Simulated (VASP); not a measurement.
# TiO2 (I4_1/amd) in VASP: a series of runs

Runs on TiO2. Level: PBEsol. Tasks: single point.

All numbers are computed with VASP 6.6.1; they aren't measurements. Logs are shortened: lines on timing, memory, paths and dates and some standing lists are left out, and cuts for length are marked.

## 1. The cell of the first run

It takes space group I4_1/amd (No. 141, tetragonal). The conventional cell has a = 3.883 Å, b = 3.883 Å, c = 9.762 Å, α = 90.00°, β = 90.00°, γ = 90.00°. Ti (site symmetry -4m2) has 6 O at 1.98 to 2.03 Å within 2.6 Å. O (site symmetry 2mm) has 3 Ti at 1.98 to 2.03 Å and 2 O at 2.53 Å within 2.6 Å.

## 2. Single point, PBEsol

Input file INCAR:

```
  PREC = Accurate
  ENCUT = 520
  EDIFF = 1E-7
  ISMEAR = 0
  SIGMA = 0.01
  LREAL = False
  LASPH = True
  NELM = 60
  ALGO = Normal
  ISIF = 2
  LWAVE = False
  LCHARG = True
  GGA = PS
  LELF = True
  LVHAR = True
  NBANDS = 33
```

Input file KPOINTS:

```
Automatic mesh
0
Gamma
  8 8 8
```

Input file POSCAR:

```
TiO2
1.0
   -1.9412672932      1.9412672932      4.8809211427
    1.9412672932     -1.9412672932      4.8809211427
    1.9412672932      1.9412672932     -4.8809211427
Ti O
2 4
Direct
    0.0000000000      0.0000000000      0.0000000000
    0.7500000000      0.2500000000      0.5000000000
    0.2081000000      0.2081000000      0.0000000000
    0.9581000000      0.4581000000      0.5000000000
    0.5419000000      0.0419000000      0.5000000000
    0.7919000000      0.7919000000      0.0000000000
```

Potentials or basis: VASP PAW PBE potentials, release 64 (Ti_sv, O).

On the command line:

```sh
$ cat potpaw_PBE.64/Ti_sv/POTCAR potpaw_PBE.64/O/POTCAR > POTCAR
$ mpirun -np 1 vasp_std > vasp.out
```

OUTCAR:

```text
PREC = Accurate
   ENCUT = 520
   EDIFF = 1E-7
   ISMEAR = 0
   LREAL = False
   LASPH = True
   NELM = 60
   ISIF = 2
   GGA = PS

 ion  position               nearest neighbor table
   1  0.000  0.000  0.000-   5 1.98   4 1.98   5 1.98   4 1.98   3 2.03   6 2.03
   2  0.750  0.250  0.500-   6 1.98   3 1.98   6 1.98   3 1.98   4 2.03   5 2.03
   3  0.208  0.208  0.000-   2 1.98   2 1.98   1 2.03
   4  0.958  0.458  0.500-   1 1.98   1 1.98   2 2.03
   5  0.542  0.042  0.500-   1 1.98   1 1.98   2 2.03
   6  0.792  0.792  0.000-   2 1.98   2 1.98   1 2.03

  LATTYP: Found a body centered tetragonal cell.
 ALAT       =     3.8825345864
 C/A-ratio  =     2.5142962846

  Lattice vectors:

 A1 = (  -1.9412672932,   1.9412672932,   4.8809211427)
 A2 = (   1.9412672932,  -1.9412672932,   4.8809211427)
 A3 = (   1.9412672932,   1.9412672932,  -4.8809211427)

Analysis of symmetry for initial positions (statically):
=====================================================================
 Subroutine PRICEL returns:
 Original cell was already a primitive cell.

 Routine SETGRP: Setting up the symmetry group for a
 body centered tetragonal supercell.

 Subroutine GETGRP returns: Found 16 space group operations
 (whereof  8 operations were pure point group operations)
 out of a pool of 16 trial point group operations.

The static configuration has the point symmetry D_2d.
 The point group associated with its full space group is D_4h.

Analysis of symmetry for dynamics (positions and initial velocities):
=====================================================================
 Subroutine PRICEL returns:
 Original cell was already a primitive cell.

 Routine SETGRP: Setting up the symmetry group for a
 body centered tetragonal supercell.

 Subroutine GETGRP returns: Found 16 space group operations
 (whereof  8 operations were pure point group operations)
 out of a pool of 16 trial point group operations.

The dynamic configuration has the point symmetry D_2d.
 The point group associated with its full space group is D_4h.

 Subroutine INISYM returns: Found 16 space group operations
 (whereof  8 operations are pure point group operations),
 and found     1 'primitive' translations

----------------------------------------------------------------------------------------

                                     Primitive cell

[... 100 lines left out ...]
   EDIFFG = 0.1E-05   stopping-criterion for IOM
   NSW    =      0    number of steps for IOM
   IBRION =     -1    ionic relax: 0-MD 1-quasi-New 2-CG
   NFREE  =      0    steps in history (QN), initial steepest desc. (CG)
   ISIF   =      2    stress and relaxation
   ISYM   =      2    0-nonsym 1-usesym 2-fastsym
   POTIM  = 0.5000    time-step for ionic-motion
   TEBEG  =    0.0;   TEEND  =   0.0 temperature during run
   PSTRESS=    0.0 pullay stress
   NELECT =      48.0000    total number of electrons
   NUPDOWN=      -1.0000    fix difference up-down
   EMIN   =  10.00;   EMAX   =-10.00  energy-range for DOS
   EFERMI =   0.00;   METHOD = LEGACY
   ISMEAR =     0;   SIGMA  =   0.01  broadening in eV -4-tet -1-fermi 0-gaus
   EFERMI_NEDOS =   21; number of points for ismear=-14 and -15
   IALGO  =     38    algorithm
   IMIX   =      4    mixing-type and parameters
     AMIX     =   0.40;   BMIX     =  1.00
     AMIX_MAG =   1.60;   BMIX_MAG =  1.00
  volume/ion in A,a.u.               =      12.26        82.75
  Fermi-wavevector in a.u.,A,eV,Ry     =   1.419856  2.683140 27.429239  2.015992
  Thomas-Fermi vector in A             =   2.540833
   LORBIT       =      0    0 simple, 1 ext, 2 COOP (PROOUT), +10 PAW based schemes
   GGA     = PS    functional components
   LHFCALC =     F    Hartree Fock is set to
   AEXX    =    0.0000 exact exchange contribution
   IVDW    =     0    specifies the selected vdW correction
   LEPSILON=     F    determine dielectric tensor
   LRPA    =     F    only Hartree local field effects (RPA)
 non-spin polarized calculation
 Gauss-broadening in eV      SIGMA  =   0.01
  energy-cutoff  :      520.00
  volume of cell :       73.58
 maximum number of plane-waves:      2004
 NGX is ok and might be reduce to    42
   NGX = 21   NGY = 21   NGZ = 21

 number of electron      48.0000010 magnetization

 Free energy of the ion-electron system (eV)
  ---------------------------------------------------
  ext. energy  EPLUGINS =         0.00000000
  ---------------------------------------------------
  free energy    TOTEN  =       -55.95170310 eV

  energy without entropy =      -55.95170310  energy(sigma->0) =      -55.95170310

 E-fermi :   2.6510     XC(G=0): -10.6228

 val. band max:        2.5810342925   @ k =  -0.3750   0.3750   0.0000
 cond. band min:       4.5019690249   @ k =   0.0000   0.0000   0.0000
 fundamental gap:      1.9209347324
 Fermi energy:         2.6510030932

 k-point     1 :       0.0000    0.0000    0.0000
  band No.  band energies     occupation
      1     -53.8298      2.00000
      2     -53.7864      2.00000
      3     -30.3108      2.00000
      4     -30.1257      2.00000
      5     -30.1257      2.00000
      6     -30.0708      2.00000
[... 853 lines left out ...]
     32       8.6322      0.00000
     33       9.1430      0.00000

 [... further k-points ...]

------------------------ aborting loop because EDIFF is reached ----------------------------------------

  FORCE on cell =-STRESS in cart. coord.  units (eV):
  Direction    XX          YY          ZZ          XY          YZ          ZX
  --------------------------------------------------------------------------------------
  -------------------------------------------------------------------------------------
  Total       -6.7555988     -6.7555988     -6.7280624      0.0000000      0.0000000      0.0000000
  in kB     -147.1099251   -147.1099251   -146.5102918      0.0000000      0.0000000      0.0000000
  external PRESSURE =    -146.9100473 kB  Pullay stress =       0.0000000 kB

 VOLUME and BASIS-vectors are now :
 -----------------------------------------------------------------------------
  energy-cutoff  :      520.00
  volume of cell :       73.58
      direct lattice vectors                 reciprocal lattice vectors
    -1.941267293  1.941267293  4.880921143     0.000000000  0.257563707  0.102439680
     1.941267293 -1.941267293  4.880921143     0.257563707  0.000000000  0.102439680
     1.941267293  1.941267293 -4.880921143     0.257563707  0.257563707  0.000000000

 POSITION                                       TOTAL-FORCE (eV/Angst)
 -----------------------------------------------------------------------------------
      0.00000      0.00000      0.00000         0.000000      0.000000     -0.000000
      0.00000      1.94127      2.44046         0.000000      0.000000     -0.000000
      0.00000      0.00000      2.03144        -0.000000     -0.000000     -0.401800
      0.00000      1.94127      4.47190        -0.000000     -0.000000     -0.401800
      0.00000      1.94127      0.40902         0.000000      0.000000      0.401800
      0.00000      0.00000      7.73040        -0.000000     -0.000000      0.401800
 -----------------------------------------------------------------------------------
    total drift:                                0.000000      0.000000      0.000000

  FREE ENERGIE OF THE ION-ELECTRON SYSTEM (eV)
  ---------------------------------------------------
  free  energy   TOTEN  =       -55.9517030952 eV

  energy  without entropy=      -55.9517030952  energy(sigma->0) =      -55.95170310
```

OSZICAR:

```text
N       E                     dE             d eps       ncg     rms          rms(c)
DAV:   1     0.649836797334E+03    0.64984E+03   -0.23945E+04  3894   0.166E+03
DAV:   2     0.270570679929E+02   -0.62278E+03   -0.57817E+03  4294   0.500E+02
DAV:   3    -0.679937470775E+02   -0.95051E+02   -0.93498E+02  5277   0.187E+02
DAV:   4    -0.727559842666E+02   -0.47622E+01   -0.47517E+01  5969   0.407E+01
DAV:   5    -0.729452881990E+02   -0.18930E+00   -0.18926E+00  5023   0.623E+00    0.295E+01
DAV:   6    -0.566027600747E+02    0.16343E+02   -0.78777E+01  5438   0.847E+01    0.121E+01
DAV:   7    -0.563677786728E+02    0.23498E+00   -0.16260E+01  5345   0.340E+01    0.868E+00
DAV:   8    -0.561561187814E+02    0.21166E+00   -0.61859E-01  4972   0.614E+00    0.641E+00
DAV:   9    -0.560562618819E+02    0.99857E-01   -0.12045E+00  5500   0.122E+01    0.313E+00
DAV:  10    -0.559740767050E+02    0.82185E-01   -0.73709E-01  5438   0.752E+00    0.122E+00
DAV:  11    -0.559536042294E+02    0.20472E-01   -0.89481E-02  5685   0.211E+00    0.594E-01
DAV:  12    -0.559527199878E+02    0.88424E-03   -0.15025E-02  5091   0.141E+00    0.253E-01
DAV:  13    -0.559517542792E+02    0.96571E-03   -0.18636E-03  5378   0.427E-01    0.650E-02
DAV:  14    -0.559516939384E+02    0.60341E-04   -0.33308E-04  5627   0.183E-01    0.214E-02
DAV:  15    -0.559517031360E+02   -0.91976E-05   -0.76823E-05  4868   0.635E-02    0.112E-02
DAV:  16    -0.559517041226E+02   -0.98655E-06   -0.52089E-06  5778   0.218E-02    0.855E-03
DAV:  17    -0.559517030420E+02    0.10805E-05   -0.46779E-06  5412   0.150E-02    0.887E-04
DAV:  18    -0.559517030952E+02   -0.53133E-07   -0.26008E-07  3855   0.459E-03
   1 F= -.55951703E+02 E0= -.55951703E+02  d E =-.241408E-25
```

Wall time 8.5 min (1 thread of Intel Xeon 8259CL, shared host); peak memory 0.28 GiB.

Results:

| Property | Result |
| --- | --- |
| Free energy | -55.9517 eV |
| Pressure | -14.7 GPa |
| Largest force | 0.402 eV/Å |
| Band gap on the k mesh | 1.92 eV (least direct gap 2.22 eV) |

Forces on the atoms (eV/Å):
```
Ti   0.000  0.000  0.000
Ti   0.000  0.000  0.000
O    0.000  0.000 -0.402
O    0.000  0.000 -0.402
O    0.000  0.000  0.402
O    0.000  0.000  0.402
```

Caveat: the cell stands under tension; the PAW data sets were made with another functional, which shifts forces and pressure a little. A k mesh can miss the band edges.

## 3. Single point, PBEsol

This run uses another cell than the first one, of 12.72 Å³/atom.

Input file INCAR:

```
PREC = Accurate ; ENCUT = 520
EDIFF = 1E-6 ; ISMEAR = 0
SIGMA = 0.01 ; LREAL = F
LASPH = T ; NELM = 60
ALGO = Normal ; ISIF = 2
LWAVE = F ; LCHARG = T
GGA = PS ; LELF = T
LVHAR = T ; NBANDS = 33
```

Input file KPOINTS:

```
regular mesh
0
Gamma
  8 8 8
```

POSCAR, as its differences from that of step 2:

```diff
@@ -2,5 +2,5 @@
 1.0
-   -1.9412672932      1.9412672932      4.8809211427
-    1.9412672932     -1.9412672932      4.8809211427
-    1.9412672932      1.9412672932     -4.8809211427
+   -1.9649436180      1.9649436180      4.9404504381
+    1.9649436180     -1.9649436180      4.9404504381
+    1.9649436180      1.9649436180     -4.9404504381
 Ti O
```

Potentials or basis: VASP PAW PBE potentials, release 64 (Ti_sv, O).

On the command line:

```sh
$ cat potpaw_PBE.64/Ti_sv/POTCAR potpaw_PBE.64/O/POTCAR > POTCAR
$ mpirun -np 1 vasp_std > vasp.out
```

OUTCAR:

```text
PREC = Accurate
   ENCUT = 520
   EDIFF = 1E-6
   ISMEAR = 0
   LREAL = F
   LASPH = T
   NELM = 60
   ISIF = 2
   GGA = PS

 ion  position               nearest neighbor table
   1  0.000  0.000  0.000-   5 2.01   4 2.01   5 2.01   4 2.01   3 2.06   6 2.06
   2  0.750  0.250  0.500-   6 2.01   3 2.01   6 2.01   3 2.01   4 2.06   5 2.06
   3  0.208  0.208  0.000-   2 2.01   2 2.01   1 2.06
   4  0.958  0.458  0.500-   1 2.01   1 2.01   2 2.06
   5  0.542  0.042  0.500-   1 2.01   1 2.01   2 2.06
   6  0.792  0.792  0.000-   2 2.01   2 2.01   1 2.06

  LATTYP: Found a body centered tetragonal cell.
 ALAT       =     3.9298872360
 C/A-ratio  =     2.5142962846

  Lattice vectors:

 A1 = (  -1.9649436180,   1.9649436180,   4.9404504381)
 A2 = (   1.9649436180,  -1.9649436180,   4.9404504381)
 A3 = (   1.9649436180,   1.9649436180,  -4.9404504381)

Analysis of symmetry for initial positions (statically):
=====================================================================
 Subroutine PRICEL returns:
 Original cell was already a primitive cell.

 Routine SETGRP: Setting up the symmetry group for a
 body centered tetragonal supercell.

 Subroutine GETGRP returns: Found 16 space group operations
 (whereof  8 operations were pure point group operations)
 out of a pool of 16 trial point group operations.

The static configuration has the point symmetry D_2d.
 The point group associated with its full space group is D_4h.

Analysis of symmetry for dynamics (positions and initial velocities):
=====================================================================
 Subroutine PRICEL returns:
 Original cell was already a primitive cell.

 Routine SETGRP: Setting up the symmetry group for a
 body centered tetragonal supercell.

 Subroutine GETGRP returns: Found 16 space group operations
 (whereof  8 operations were pure point group operations)
 out of a pool of 16 trial point group operations.

The dynamic configuration has the point symmetry D_2d.
 The point group associated with its full space group is D_4h.
[... 130 lines left out ...]
  Thomas-Fermi vector in A             =   2.525479
   LORBIT       =      0    0 simple, 1 ext, 2 COOP (PROOUT), +10 PAW based schemes
   GGA     = PS    functional components
   LHFCALC =     F    Hartree Fock is set to
   AEXX    =    0.0000 exact exchange contribution
   IVDW    =     0    specifies the selected vdW correction
   LEPSILON=     F    determine dielectric tensor
   LRPA    =     F    only Hartree local field effects (RPA)
 non-spin polarized calculation
 Gauss-broadening in eV      SIGMA  =   0.01
  energy-cutoff  :      520.00
  volume of cell :       76.30
 maximum number of plane-waves:      2091
   NGX = 21   NGY = 21   NGZ = 21

 number of electron      48.0000005 magnetization

 Free energy of the ion-electron system (eV)
  ---------------------------------------------------
  ext. energy  EPLUGINS =         0.00000000
  ---------------------------------------------------
  free energy    TOTEN  =       -55.65987306 eV

  energy without entropy =      -55.65987306  energy(sigma->0) =      -55.65987306

 E-fermi :   2.3301     XC(G=0): -10.4393

 val. band max:        2.2829610820   @ k =  -0.3750   0.3750   0.0000
 cond. band min:       4.1218016147   @ k =   0.0000   0.0000   0.0000
 fundamental gap:      1.8388405327
 Fermi energy:         2.3301024192

 k-point     1 :       0.0000    0.0000    0.0000
  band No.  band energies     occupation
      1     -54.2726      2.00000
      2     -54.2363      2.00000
      3     -30.7120      2.00000
      4     -30.5506      2.00000
      5     -30.5506      2.00000
      6     -30.5030      2.00000
[... 853 lines left out ...]
     32       8.0318      0.00000
     33       8.5246      0.00000

 [... further k-points ...]

------------------------ aborting loop because EDIFF is reached ----------------------------------------

  FORCE on cell =-STRESS in cart. coord.  units (eV):
  Direction    XX          YY          ZZ          XY          YZ          ZX
  --------------------------------------------------------------------------------------
  -------------------------------------------------------------------------------------
  Total       -9.4210166     -9.4210166     -9.5606311      0.0000000      0.0000000      0.0000000
  in kB     -197.8252056   -197.8252056   -200.7568714      0.0000000      0.0000000      0.0000000
  external PRESSURE =    -198.8024276 kB  Pullay stress =       0.0000000 kB

 VOLUME and BASIS-vectors are now :
 -----------------------------------------------------------------------------
  energy-cutoff  :      520.00
  volume of cell :       76.30
      direct lattice vectors                 reciprocal lattice vectors
    -1.964943618  1.964943618  4.940450438     0.000000000  0.254460227  0.101205347
     1.964943618 -1.964943618  4.940450438     0.254460227  0.000000000  0.101205347
     1.964943618  1.964943618 -4.940450438     0.254460227  0.254460227  0.000000000

 POSITION                                       TOTAL-FORCE (eV/Angst)
 -----------------------------------------------------------------------------------
      0.00000      0.00000      0.00000        -0.000000     -0.000000     -0.000000
     -0.00000      1.96494      2.47023        -0.000000     -0.000000     -0.000000
      0.00000      0.00000      2.05622         0.000000     -0.000000     -0.567613
      0.00000      1.96494      4.52644        -0.000000      0.000000     -0.567613
      0.00000      1.96494      0.41401        -0.000000      0.000000      0.567613
      0.00000      0.00000      7.82469         0.000000     -0.000000      0.567613
 -----------------------------------------------------------------------------------
    total drift:                                0.000000      0.000000      0.000000

  FREE ENERGIE OF THE ION-ELECTRON SYSTEM (eV)
  ---------------------------------------------------
  free  energy   TOTEN  =       -55.6598730645 eV

  energy  without entropy=      -55.6598730645  energy(sigma->0) =      -55.65987306
```

stdout:

```text
POSCAR found type information on POSCAR TiO
 POSCAR found :  2 types and       6 ions
 scaLAPACK will be used
 -----------------------------------------------------------------------------
|                                                                             |
|                                                                             |
|     You enforced a specific xc type in the INCAR file but a different       |
|     I HOPE YOU KNOW WHAT YOU ARE DOING!                                     |
|                                                                             |
 -----------------------------------------------------------------------------

 LDA part: xc-table for (Slater+PW92), standard interpolation
 POSCAR, INCAR and KPOINTS ok, starting setup
 FFT: planning ... GRIDC
 FFT: planning ... GRID_SOFT
 FFT: planning ... GRID
 WAVECAR not read
 entering main loop
```

It took 8.6 min on 1 thread of Intel Xeon 8259CL, shared host; peak memory 0.28 GiB.

Results:

| Item | Value |
| --- | --- |
| Free energy | -55.6599 eV |
| Pressure | -19.9 GPa |
| Largest force | 0.568 eV/Å |
| Band gap on the k mesh | 1.84 eV (least direct gap 2.13 eV) |

Forces in eV/Å, atoms in the order of the input:
```
Ti   0.000  0.000  0.000
Ti   0.000  0.000  0.000
O    0.000  0.000 -0.568
O    0.000  0.000 -0.568
O    0.000  0.000  0.568
O    0.000  0.000  0.568
```

Stress tensor (GPa, compression positive):
```
-19.78   0.00   0.00
  0.00 -19.78   0.00
  0.00   0.00 -20.08
```

Levels at points of the mesh, in eV from the valence-band top:
```csv
k point,band 21,band 22,band 23,band 24,band 25,band 26,band 27,band 28
"(0.00, 0.00, 0.00)",-0.80,-0.73,-0.36,-0.36,1.84,2.44,3.39,3.39
"(0.50, 0.00, 0.00)",-1.70,-0.94,-0.77,-0.60,2.77,3.03,3.04,3.12
"(0.50, 0.50, 0.00)",-1.87,-1.87,-0.01,-0.01,2.85,2.85,3.26,3.26
"(0.50, 0.50, 0.50)",-1.24,-1.24,-0.12,-0.12,2.13,2.13,3.21,3.21
```

Caveat: the cell stands under tension; the PAW data sets were made with another functional, which shifts forces and pressure a little.
